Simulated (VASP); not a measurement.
**GaP: single point with r2SCAN**

GaP:

```
CELL_PARAMETERS angstrom
0.00000 2.72540 2.72540
2.72540 0.00000 2.72540
2.72540 2.72540 0.00000
ATOMIC_POSITIONS crystal
Ga 0.00000 0.00000 0.00000
P 0.25000 0.25000 0.25000
```

```
Program                : VASP 6.6.1
Task                   : single point
Functional             : r2SCAN
Potentials or basis    : VASP PAW PBE potentials, release 64 (Ga_d, P)
Cutoff                 : 520 eV
k mesh                 : 8 × 8 × 8
Occupations            : fermi-dirac, width 0.02 eV
Spin                   : no spin polarisation
Dipole correction      : no
Further INCAR settings : ALGO = Normal; EDIFF = 1e-06; NBANDS = 16
```

* Pressure: 0.0 GPa
* Band gap on the k mesh: 1.90 eV (least direct gap 2.34 eV)

Levels at points of the mesh, in eV from the valence-band top:
| k point | band 6 | band 7 | band 8 | band 9 | band 10 | band 11 | band 12 | band 13 |
| --- | --- | --- | --- | --- | --- | --- | --- | --- |
| (0.00, 0.00, 0.00) | -13.02 | 0.00 | 0.00 | 0.00 | 2.34 | 4.19 | 4.19 | 4.19 |
| (0.50, 0.00, 0.00) | -10.86 | -6.84 | -1.17 | -1.17 | 2.04 | 5.06 | 5.06 | 8.83 |
| (0.50, 0.50, 0.00) | -9.92 | -6.96 | -2.80 | -2.80 | 1.91 | 2.10 | 11.35 | 11.35 |

It took 120 s on 1 thread of Intel Xeon 8259CL, on a shared host, peak memory 0.18 GiB.

Caveat: the PAW data sets were made with another functional, which shifts forces and pressure a little. A k mesh can miss the band edges.
